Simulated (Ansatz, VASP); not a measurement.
# Two plane-wave programs on BaF2

The input INCAR:

```
SYSTEM = BaF2
PREC = Accurate ; ENCUT = 600
EDIFF = 1E-6 ; ISMEAR = 0
SIGMA = 0.01 ; LREAL = .FALSE.
LASPH = .TRUE. ; NELM = 120
ALGO = Normal ; ISIF = 2
LWAVE = .FALSE. ; LCHARG = .TRUE.
GGA = PE ; LELF = .TRUE.
LVHAR = .TRUE. ; NBANDS = 19
GGA_COMPAT = .FALSE.
```

The input KPOINTS:

```
regular mesh
0
G
  6 6 6
  0 0 0
```

The input POSCAR:

```
BaF2
1.0
    0.0000000000      3.0587528021      3.0587528021
    3.0587528021      0.0000000000      3.0587528021
    3.0587528021      3.0587528021      0.0000000000
Ba F
1 2
Direct
    0.0000000000      0.0000000000      0.0000000000
    0.2500000000      0.2500000000      0.2500000000
    0.7500000000      0.7500000000      0.7500000000
```

Input for Ansatz:

```yaml
crystal:
  lattice:
    - [0.0, 3.0587528021, 3.0587528021]
    - [3.0587528021, 0.0, 3.0587528021]
    - [3.0587528021, 3.0587528021, 0.0]
  atoms:
    - { symbol: Ba, position: [0.0, 0.0, 0.0] }
    - { symbol: F, position: [0.25, 0.25, 0.25] }
    - { symbol: F, position: [0.75, 0.75, 0.75] }
kpoints:
  mp_grid: { grid: [6, 6, 6] }
hamiltonian:
  xc: pbe
scf:
  occupations: { method: fixed }
  n_extra_bands: 4
output:
  forces: true
  stress: true
  eigenvalues: true
```

Alike in both runs: task single point; functional PBE; k mesh 6 × 6 × 6; no spin polarisation.

|  | VASP | Ansatz |
| --- | --- | --- |
| version | VASP 6.6.1 | Ansatz 0.2.0 |
| potentials or method | VASP PAW PBE potentials, release 64 (Ba_sv, F) | plane waves, PAW |
| plane-wave cutoff (eV) | 600 | 420 |
| occupations | gaussian, width 0.01 eV | fixed |
| valence electrons in the cell | 24 | 24 |

|  | VASP | Ansatz | Ansatz less VASP |
| --- | --- | --- | --- |
| gap on the k mesh at the Fermi level (eV) | 6.96 | 7.04 | +0.080 |
| pressure (GPa) | 5.1 | 3.9 | -1.23 |

Neither program's run includes spin-orbit coupling.
